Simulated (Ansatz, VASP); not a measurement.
## HgTe in VASP and in Ansatz

File INCAR:

```
ALGO = Normal ; EDIFF = 1E-8
ENCUT = 400 ; GGA = CA
GGA_COMPAT = F ; ISIF = 2
ISMEAR = -1 ; LASPH = T
LCHARG = F ; LEFG = T
LREAL = F ; LWAVE = F
NBANDS = 16 ; NELM = 120
PREC = Accurate ; SIGMA = 0.08
```

Contents of KPOINTS:

```
k-points
0
Gamma
  10 10 10
```

Contents of POSCAR:

```
HgTe
1.0
    0.0000000000      2.8618608166      2.8618608166
    2.8618608166      0.0000000000      2.8618608166
    2.8618608166      2.8618608166      0.0000000000
Hg Te
1 1
Direct
    0.0000000000      0.0000000000      0.0000000000
    0.5000000000      0.5000000000      0.5000000000
```

Input for Ansatz:

```yaml
crystal:
  lattice:
    - [0.0, 2.8618608166, 2.8618608166]
    - [2.8618608166, 0.0, 2.8618608166]
    - [2.8618608166, 2.8618608166, 0.0]
  atoms:
    - { symbol: Hg, position: [0.0, 0.0, 0.0] }
    - { symbol: Te, position: [0.5, 0.5, 0.5] }
kpoints:
  mp_grid: { grid: [10, 10, 10] }
scf:
  occupations: { method: fermi_dirac, width: 0.08 }
hamiltonian:
  xc: lda
  pseudopotentials: { kind: paw }
output:
  forces: true
  stress: true
  eigenvalues: true
  efg: { contact_densities: true }
```

Change from the starting cell: volume scaled by 0.94, PAW files.

Alike in both runs: task electric field gradients; functional LDA; k mesh 10 × 10 × 10; occupations fermi-dirac, width 0.08 eV; no spin polarisation.

|  | VASP | Ansatz |
| --- | --- | --- |
| version | VASP 6.6.1 | Ansatz 0.2.0 |
| potentials or method | VASP PAW LDA potentials, release 64 (Hg, Te) | PAW with Ansatz's default frozen-core files, scalar-relativistic |
| plane-wave cutoff (eV) | 400 | 420 |
| valence electrons in the cell | 18 | 36 |

Ansatz gave:

```
pressure (GPa) : 10.0
```

**Question.** Estimate VASP's values.

**Answer.** Pressure (GPa): 10.8.

LDA's correlation is that of Perdew and Zunger in VASP and of Perdew and Wang (1992) in Ansatz. VASP's potentials hold 18 valence electrons a cell and Ansatz's 36, so a difference there can come from the potentials and not from the codes.

Spin-orbit coupling is off throughout.
